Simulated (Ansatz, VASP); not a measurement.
## Two plane-wave programs on ZnCd2Se3

Contents of INCAR:

```
ALGO     = Normal         # electronic algorithm
EDIFF    = 1E-6           # SCF threshold, eV
ENCUT    = 520            # plane-wave cutoff, eV
GGA      = PE             # functional
ISIF     = 2              # what is computed and relaxed
ISMEAR   = 0              # smearing method
LASPH    = True           # aspherical terms in the spheres
LCHARG   = False          # write CHGCAR
LREAL    = False          # projectors in reciprocal space
LWAVE    = False          # write WAVECAR
NBANDS   = 36             # bands
NELM     = 60             # most SCF steps
PREC     = Accurate       # precision mode
SIGMA    = 0.02           # smearing width, eV
```

The input KPOINTS:

```
k-points
0
Gamma
  12 12 4
```

Contents of POSCAR:

```
ZnCd2Se3
1.0
    4.2647078032      0.0000000000      0.0000000000
   -2.1323539016      3.6933452973      0.0000000000
    0.0000000000      0.0000000000     10.5205651000
Zn Cd Se
1 2 3
Direct
    0.0000000000      0.0000000000      0.6674030000
    0.3333333333      0.6666666667      0.9907320000
    0.6666666667      0.3333333333      0.3386090000
    0.3333333333      0.6666666667      0.7363560000
    0.0000000000      0.0000000000      0.4317990000
    0.6666666667      0.3333333333      0.0851020000
```

Input for Ansatz:

```yaml
crystal:
  lattice:
    - [4.2647078032, 0.0, 0.0]
    - [-2.1323539016, 3.6933452973, 0.0]
    - [0.0, 0.0, 10.5205651]
  atoms:
    - { symbol: Zn, position: [0.0, 0.0, 0.667403] }
    - { symbol: Cd, position: [0.3333333333, 0.6666666667, 0.990732] }
    - { symbol: Cd, position: [0.6666666667, 0.3333333333, 0.338609] }
    - { symbol: Se, position: [0.3333333333, 0.6666666667, 0.736356] }
    - { symbol: Se, position: [0.0, 0.0, 0.431799] }
    - { symbol: Se, position: [0.6666666667, 0.3333333333, 0.085102] }
basis:
  ecutwfc: 420
kpoints:
  mp_grid: { grid: [12, 12, 4] }
  band_path:
    path:
      - [[0.0, 0.0, 0.0], [0.5, 0.0, 0.0], [0.33333333, 0.33333333, 0.0], [0.0, 0.0, 0.0], [0.0, 0.0, 0.5], [0.5, 0.0, 0.5], [0.33333333, 0.33333333, 0.5], [0.0, 0.0, 0.5]]
      - [[0.5, 0.0, 0.5], [0.5, 0.0, 0.0]]
      - [[0.33333333, 0.33333333, 0.5], [0.33333333, 0.33333333, 0.0]]
    npoints: 14
hamiltonian:
  xc: pbe
scf:
  occupations: { method: gaussian, width: 0.02 }
  n_extra_bands: 15
output:
  forces: true
  stress: true
  eigenvalues: true
  populations: true
  dos: { projected: true, de: 0.02, nscf_kmesh: { grid: [18, 18, 6] } }
  bader: true
  write_density: true
  write_potential: true
  elf: true
  volumetric_format: npy
```

Alike in both runs: task single point; functional PBE; k mesh 12 × 12 × 4; occupations gaussian, width 0.02 eV; no spin polarisation.

|  | VASP | Ansatz |
| --- | --- | --- |
| version | VASP 6.6.1 | Ansatz 0.2.0 |
| potentials or method | VASP PAW PBE potentials, release 64 (Zn, Cd, Se), cutoff 520 eV | scalar-relativistic, plane waves, PAW |
| valence electrons in the cell | 54 | 100 |

VASP gave:

| Item | Value |
| --- | --- |
| gap on the k mesh at the Fermi level (eV) | 0.55 |
| least direct gap on the mesh (eV) | 0.55 |
| pressure (GPa) | 0.3 |
| rms of the force components (eV/Å) | 0.006 |

Problem. What did Ansatz give for the same quantities?

Solution. gap on the k mesh at the Fermi level (eV): 0.55; least direct gap on the mesh (eV): 0.55; pressure (GPa): 0.0; rms of the force components (eV/Å): 0.003.

Atom by atom the forces differ by 0.005 eV/Å (rms over components). With one functional, cell and mesh, what is left measures potentials, basis and numerics. VASP's potentials hold 54 valence electrons a cell and Ansatz's 100, so a difference there can come from the potentials and not from the codes.
